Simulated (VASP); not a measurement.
Here is a VASP 6.6.1 calculation.

INCAR

```
SYSTEM = SiNi
ALGO = Normal
EDIFF = 1E-6
ENCUT = 520
GGA = PE
ISIF = 2
ISMEAR = -1
LASPH = .TRUE.
LCHARG = .FALSE.
LREAL = .FALSE.
LWAVE = .FALSE.
NBANDS = 14
NELM = 100
PREC = Accurate
SIGMA = 0.1
```

KPOINTS

```
k-points
0
G
  14 14 13
  0 0 0
```

Contents of POSCAR:

```
SiNi
1.0
    2.3711075783      0.0000000000      0.0000000000
   -1.1855537892      2.0534393980      0.0000000000
    0.0000000000      0.0000000000      3.4421795808
Ni Si
1 1
Direct
    0.0000000000      0.0000000000      0.0000000000
    0.3333333333      0.6666666667      0.5000000000
```

Potentials or basis: VASP PAW PBE potentials, release 64 (Ni, Si).

Launch:

```bash
$ cat potpaw_PBE.64/Ni/POTCAR potpaw_PBE.64/Si/POTCAR > POTCAR
$ mpirun -np 1 vasp_std > vasp.out
```

(1) Estimate the band gap on the k mesh.

(2) What does it give for the pressure?

## Answers

(1) zero (bands 7 and 8 overlap by 1.09 eV).

(2) 119.8 GPa.

Caveat: the cell stands under pressure.
